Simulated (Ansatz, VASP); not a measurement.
Two plane-wave programs on Na2Hg

The input INCAR:

```
SYSTEM = Na2Hg
ALGO = Normal
EDIFF = 1E-6
EDIFFG = -0.04
ENCUT = 600
GGA = PE
IBRION = 2
ISIF = 3
ISMEAR = 0
LASPH = .TRUE.
LCHARG = .FALSE.
LREAL = .FALSE.
LWAVE = .FALSE.
NELM = 60
NSW = 90
PREC = Accurate
SIGMA = 0.1
```

The input KPOINTS:

```
k-points
0
G
  6 6 4
  0 0 0
```

File POSCAR:

```
Na2Hg
1.0
    4.7242728000      0.0000000000      0.0000000000
   -2.3621364000      4.0913402600      0.0000000000
    0.0000000000      0.0000000000      5.7567432400
Na Hg
4 2
Direct
    0.3333333300      0.6666666700      0.2500000000
    0.6666666700      0.3333333300      0.7500000000
    0.0000000000      0.0000000000      0.0000000000
    0.0000000000      0.0000000000      0.5000000000
    0.3333333300      0.6666666700      0.7500000000
    0.6666666700      0.3333333300      0.2500000000
```

Input for Ansatz:

```yaml
crystal:
  lattice:
    - [4.7242728, 0.0, 0.0]
    - [-2.3621364, 4.09134026, 0.0]
    - [0.0, 0.0, 5.75674324]
  atoms:
    - { symbol: Na, position: [0.33333333, 0.66666667, 0.25] }
    - { symbol: Na, position: [0.66666667, 0.33333333, 0.75] }
    - { symbol: Na, position: [0.0, 0.0, 0.0] }
    - { symbol: Na, position: [0.0, 0.0, 0.5] }
    - { symbol: Hg, position: [0.33333333, 0.66666667, 0.75] }
    - { symbol: Hg, position: [0.66666667, 0.33333333, 0.25] }
basis:
  ecutwfc: 420
kpoints:
  mp_grid: { grid: [6, 6, 4] }
hamiltonian:
  xc: pbe
scf:
  occupations: { method: gaussian, width: 0.1 }
  lower_state_search: "off"
output:
  forces: true
  stress: true
  eigenvalues: true
relax:
  adjacent_minimum: "off"
  f_tol: 0.04
  max_steps: 70
  cell: { stress_tol: 0.4 }
```

Change from the starting cell: species swapped into the InCu2 type (P6_3/mmc, No. 194).

Alike in both runs: task relaxation of cell and atoms; functional PBE; k mesh 6 × 6 × 4; occupations gaussian, width 0.1 eV; no spin polarisation.

|  | VASP | Ansatz |
| --- | --- | --- |
| version | VASP 6.6.1 | Ansatz 0.2.0 |
| potentials or method | VASP PAW PBE potentials, release 64 (Na_pv, Hg), cutoff 600 eV | scalar-relativistic, plane waves, PAW |
| valence electrons in the cell | 52 | 76 |

Ansatz gave:

| Item | Value |
| --- | --- |
| gap on the k mesh at the Fermi level, each at its own relaxed structure (eV) | none |
| relaxed volume (Å³/atom) | 28.45 |
| relaxed cell length with the largest relative difference (Å) | 5.407 |

Question: Which values does VASP return?

Answer: gap on the k mesh at the Fermi level, each at its own relaxed structure (eV): none; relaxed volume (Å³/atom): 28.18; relaxed cell length with the largest relative difference (Å): 5.381.

A gap of «none» marks a metal or a gap that the smearing closes. VASP's potentials hold 52 valence electrons a cell and Ansatz's 76, so a difference there can come from the potentials and not from the codes.

Neither program's run includes spin-orbit coupling. Noted on VASP's run: the volume moved by over 15 % at a fixed basis, so the end points are rough.
